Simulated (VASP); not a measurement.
# SrC2 (R-3m) in VASP: single point with LDA

Aim: the single point of SrC2 with LDA.

Everything below comes from runs of VASP 6.6.1. Logs are shortened: lines on timing, memory, paths and dates and some standing lists are left out, and cuts for length are marked.

## 1. The cell of the first run

Symmetry: R-3m, No. 166, trigonal system. The conventional cell has a = 5.035 Å, b = 5.035 Å, c = 6.920 Å, α = 90.00°, β = 90.00°, γ = 120.00°. Within 3.8 Å of Sr (site symmetry -3m) lie 14 C at 2.83 to 3.41 Å and 6 Sr at 3.71 Å. Within 1.7 Å of C (site symmetry 3m) lie 1 C at 1.27 Å.

## 2. Single point, LDA

File INCAR:

```
SYSTEM = SrC2
PREC = Accurate ; ENCUT = 600
EDIFF = 1E-6 ; ISMEAR = 0
SIGMA = 0.01 ; LREAL = .False.
LASPH = .True. ; NELM = 120
ALGO = Normal ; ISIF = 2
LWAVE = .False. ; LCHARG = .False.
GGA = CA ; NBANDS = 16
GGA_COMPAT = .False.
```

File KPOINTS:

```
regular mesh
0
Gamma
  6 6 6
  0 0 0
```

File POSCAR:

```
SrC2
1.0
    2.5173260000      1.4533790000      2.3066620000
   -2.5173260000      1.4533790000      2.3066620000
    0.0000000000     -2.9067570000      2.3066620000
Sr C
1 2
Direct
    0.0000000000      0.0000000000      0.0000000000
    0.5915580000      0.5915580000      0.5915580000
    0.4084420000      0.4084420000      0.4084420000
```

Potentials or basis: VASP PAW LDA potentials, release 64 (Sr_sv, C).

Command:

```bash
$ cat potpaw_LDA.64/Sr_sv/POTCAR potpaw_LDA.64/C/POTCAR > POTCAR
$ mpirun -np 1 vasp_std > vasp.out
```

OUTCAR:

```text
SYSTEM = SrC2
   PREC = Accurate
   ENCUT = 600
   EDIFF = 1E-6
   ISMEAR = 0
   LREAL = .False.
   LASPH = .True.
   NELM = 120
   ISIF = 2
   GGA = CA

 ion  position               nearest neighbor table
   1  0.000  0.000  0.000-   2 2.83   3 2.83   2 2.95   3 2.95   2 2.95   2 2.95   3 2.95   3 2.95
                             2 3.41   3 3.41   2 3.41   3 3.41   2 3.41   3 3.41
   2  0.592  0.592  0.592-   3 1.27   1 2.83   1 2.95   1 2.95   1 2.95   1 3.41   1 3.41   1 3.41

   3  0.408  0.408  0.408-   2 1.27   1 2.83   1 2.95   1 2.95   1 2.95   1 3.41   1 3.41   1 3.41

  LATTYP: Found a trigonal (rhomboedric) cell.
 ALAT       =     3.7107856702
 COS(alpha) =     0.0795987987

  Lattice vectors:

 A1 = (   2.5173260000,   1.4533790000,   2.3066620000)
 A2 = (  -2.5173260000,   1.4533790000,   2.3066620000)
 A3 = (   0.0000000000,  -2.9067570000,   2.3066620000)

Analysis of symmetry for initial positions (statically):
=====================================================================
 Subroutine PRICEL returns:
 Original cell was already a primitive cell.

 Routine SETGRP: Setting up the symmetry group for a
 trigonal (rhombohedral) supercell.

 Subroutine GETGRP returns: Found 12 space group operations
 (whereof 12 operations were pure point group operations)
 out of a pool of 12 trial point group operations.

The static configuration has the point symmetry D_3d.

Analysis of symmetry for dynamics (positions and initial velocities):
=====================================================================
 Subroutine PRICEL returns:
 Original cell was already a primitive cell.

 Routine SETGRP: Setting up the symmetry group for a
 trigonal (rhombohedral) supercell.

 Subroutine GETGRP returns: Found 12 space group operations
 (whereof 12 operations were pure point group operations)
 out of a pool of 12 trial point group operations.

The dynamic configuration has the point symmetry D_3d.

 Subroutine INISYM returns: Found 12 space group operations
 (whereof 12 operations are pure point group operations),
 and found     1 'primitive' translations

----------------------------------------------------------------------------------------

                                     Primitive cell

  volume of cell :      50.6353

[... 84 lines left out ...]
   ISPIN  =      1    spin polarized calculation?
   LNONCOLLINEAR =      F non collinear calculations
   LSORBIT =      F    spin-orbit coupling
   LASPH  =      T    aspherical Exc in radial PAW
   ENCUT  =  600.0 eV  44.10 Ry    6.64 a.u.   7.41  7.41  7.41*2*pi/ulx,y,z
   NELM   =    120;   NELMIN=  2; NELMDL= -5     # of ELM steps
   EDIFF  = 0.1E-05   stopping-criterion for ELM
   LREAL  =      F    real-space projection
   EDIFFG = 0.1E-04   stopping-criterion for IOM
   NSW    =      0    number of steps for IOM
   IBRION =     -1    ionic relax: 0-MD 1-quasi-New 2-CG
   NFREE  =      0    steps in history (QN), initial steepest desc. (CG)
   ISIF   =      2    stress and relaxation
   ISYM   =      2    0-nonsym 1-usesym 2-fastsym
   POTIM  = 0.5000    time-step for ionic-motion
   TEBEG  =    0.0;   TEEND  =   0.0 temperature during run
   PSTRESS=    0.0 pullay stress
   NELECT =      18.0000    total number of electrons
   NUPDOWN=      -1.0000    fix difference up-down
   EMIN   =  10.00;   EMAX   =-10.00  energy-range for DOS
   EFERMI =   0.00;   METHOD = LEGACY
   ISMEAR =     0;   SIGMA  =   0.01  broadening in eV -4-tet -1-fermi 0-gaus
   EFERMI_NEDOS =   21; number of points for ismear=-14 and -15
   IALGO  =     38    algorithm
   IMIX   =      4    mixing-type and parameters
     AMIX     =   0.40;   BMIX     =  1.00
     AMIX_MAG =   1.60;   BMIX_MAG =  1.00
  volume/ion in A,a.u.               =      16.88       113.90
  Fermi-wavevector in a.u.,A,eV,Ry     =   1.159706  2.191526 18.298716  1.344918
  Thomas-Fermi vector in A             =   2.296296
   LORBIT       =      0    0 simple, 1 ext, 2 COOP (PROOUT), +10 PAW based schemes
   GGA     = CA    functional components
   LHFCALC =     F    Hartree Fock is set to
   AEXX    =    0.0000 exact exchange contribution
   IVDW    =     0    specifies the selected vdW correction
   LEPSILON=     F    determine dielectric tensor
   LRPA    =     F    only Hartree local field effects (RPA)
 non-spin polarized calculation
 Gauss-broadening in eV      SIGMA  =   0.01
  energy-cutoff  :      600.00
  volume of cell :       50.64
 maximum number of plane-waves:      1710
 NGX is ok and might be reduce to    30
   NGX = 15   NGY = 15   NGZ = 15

 number of electron      17.9999999 magnetization

 Free energy of the ion-electron system (eV)
  ---------------------------------------------------
  ext. energy  EPLUGINS =         0.00000000
  ---------------------------------------------------
  free energy    TOTEN  =       -21.44159836 eV

  energy without entropy =      -21.44159836  energy(sigma->0) =      -21.44159836

 E-fermi :   1.8468     XC(G=0):  -9.9952

 val. band max:        1.7676070139   @ k =  -0.3333   0.5000   0.3333
 cond. band min:       3.3698559318   @ k =   0.0000   0.0000   0.0000
 fundamental gap:      1.6022489179
 Fermi energy:         1.8468490365

 k-point     1 :       0.0000    0.0000    0.0000
  band No.  band energies     occupation
      1     -32.0292      2.00000
      2     -14.0057      2.00000
      3     -14.0057      2.00000
      4     -13.9067      2.00000
      5     -10.8810      2.00000
      6      -0.7765      2.00000
[... 433 lines left out ...]
      3     -14.2508      2.00000
      4     -13.9986      2.00000
      5     -10.3859      2.00000
      6      -2.3024      2.00000
[... 8 lines left out ...]
     15       9.9710      0.00000
     16      10.7344      0.00000

 [... further k-points ...]
[... 5 lines left out ...]
  --------------------------------------------------------------------------------------
  -------------------------------------------------------------------------------------
  Total       -1.5597670     -1.5597667     -2.0549963      0.0000000     -0.0000003      0.0000000
  in kB      -49.3533762    -49.3533642    -65.0231765      0.0000000     -0.0000094      0.0000000
  external PRESSURE =     -54.5766389 kB  Pullay stress =       0.0000000 kB

 VOLUME and BASIS-vectors are now :
 -----------------------------------------------------------------------------
  energy-cutoff  :      600.00
  volume of cell :       50.64
      direct lattice vectors                 reciprocal lattice vectors
     2.517326000  1.453379000  2.306662000     0.198623460  0.114675322  0.144508946
    -2.517326000  1.453379000  2.306662000    -0.198623460  0.114675322  0.144508946
     0.000000000 -2.906757000  2.306662000     0.000000000 -0.229350644  0.144508996

 POSITION                                       TOTAL-FORCE (eV/Angst)
 -----------------------------------------------------------------------------------
      0.00000      0.00000      0.00000         0.000000     -0.000000      0.000000
      0.00000      0.00000      4.09357         0.000000     -0.000000     -0.454609
      0.00000      0.00000      2.82641         0.000000      0.000000      0.454609
 -----------------------------------------------------------------------------------
    total drift:                               -0.000000      0.000000     -0.000000

  FREE ENERGIE OF THE ION-ELECTRON SYSTEM (eV)
  ---------------------------------------------------
  free  energy   TOTEN  =       -21.4415983583 eV

  energy  without entropy=      -21.4415983583  energy(sigma->0) =      -21.44159836
```

OSZICAR:

```text
N       E                     dE             d eps       ncg     rms          rms(c)
DAV:   1     0.684661922255E+02    0.68466E+02   -0.98601E+03  1024   0.118E+03
DAV:   2    -0.204146492845E+02   -0.88881E+02   -0.85046E+02  1416   0.225E+02
DAV:   3    -0.242442632394E+02   -0.38296E+01   -0.38203E+01  1544   0.411E+01
DAV:   4    -0.243114188955E+02   -0.67156E-01   -0.67144E-01  1424   0.500E+00
DAV:   5    -0.243123994536E+02   -0.98056E-03   -0.98055E-03  1432   0.479E-01    0.134E+01
DAV:   6    -0.216463554847E+02    0.26660E+01   -0.46179E+00  1272   0.128E+01    0.111E+01
DAV:   7    -0.214537616614E+02    0.19259E+00   -0.13994E+00  1392   0.660E+00    0.731E+00
DAV:   8    -0.214612482878E+02   -0.74866E-02   -0.28950E-01  1288   0.288E+00    0.160E+00
DAV:   9    -0.214413170660E+02    0.19931E-01   -0.83914E-02  1288   0.142E+00    0.462E-01
DAV:  10    -0.214417222255E+02   -0.40516E-03   -0.48108E-03  1280   0.363E-01    0.196E-01
DAV:  11    -0.214415995875E+02    0.12264E-03   -0.85122E-04  1296   0.167E-01    0.625E-02
DAV:  12    -0.214415982205E+02    0.13670E-05   -0.79917E-05  1280   0.559E-02    0.264E-02
DAV:  13    -0.214415983583E+02   -0.13782E-06   -0.41445E-06  1368   0.120E-02
   1 F= -.21441598E+02 E0= -.21441598E+02  d E =-.840383E-31
```

stdout:

```text
POSCAR found type information on POSCAR SrC
 POSCAR found :  2 types and       3 ions
 scaLAPACK will be used
 LDA part: xc-table for (Slater(with rela. corr.)+CA(PZ))
 , standard interpolation
 POSCAR, INCAR and KPOINTS ok, starting setup
 FFT: planning ... GRIDC
 FFT: planning ... GRID_SOFT
 FFT: planning ... GRID
 WAVECAR not read
 entering main loop
```

Run time: 39 s. Hardware: 1 thread of AMD EPYC 7R13, shared host; peak memory 0.14 GiB.

What came out:

```yaml
Free_energy: -21.4416 eV
Pressure: -5.5 GPa
Largest_force: 0.455 eV/Å
Band_gap_on_the_k_mesh: 1.60 eV (least direct gap 2.43 eV)
```

Forces on the atoms (eV/Å):
```
Sr   0.000  0.000  0.000
C    0.000  0.000 -0.455
C    0.000  0.000  0.455
```

Caveat: the cell stands under tension. A k mesh can miss the band edges.
